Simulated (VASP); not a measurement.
Here is a VASP 6.6.1 calculation.

The input INCAR:

```
SYSTEM = Nb
PREC = Accurate
ENCUT = 500
EDIFF = 1E-6
ISMEAR = -1
SIGMA = 0.1
LREAL = .False.
LASPH = .True.
NELM = 120
ALGO = Normal
ISIF = 2
LWAVE = .False.
LCHARG = .False.
GGA = PE
NBANDS = 20
ISYM = 0
GGA_COMPAT = .False.
```

The input KPOINTS:

```
regular mesh
0
Gamma
  13 13 9
  0 0 0
```

Contents of POSCAR:

```
Nb
1.0
   -1.9147282163      1.9149474417      1.3809154173
    1.9149474417     -1.9147282163      1.3809154173
    3.4945033759      3.4945033759     -1.3805139055
Nb
2
Direct
    0.0000880706      0.9999119294      1.0000000000
    0.7499119294      0.2500880706      0.5000000000
```

Potentials or basis: VASP PAW PBE potentials, release 64 (Nb_sv).

Run with:

```sh
$ cat potpaw_PBE.64/Nb_sv/POTCAR > POTCAR
$ mpirun -np 1 vasp_std > vasp.out
```

Problem. Estimate the band gap on the k mesh.

Solution. Zero (bands 13 and 14 overlap by 2.58 eV).

Problem. Estimate the pressure.

Solution. -0.3 GPa.
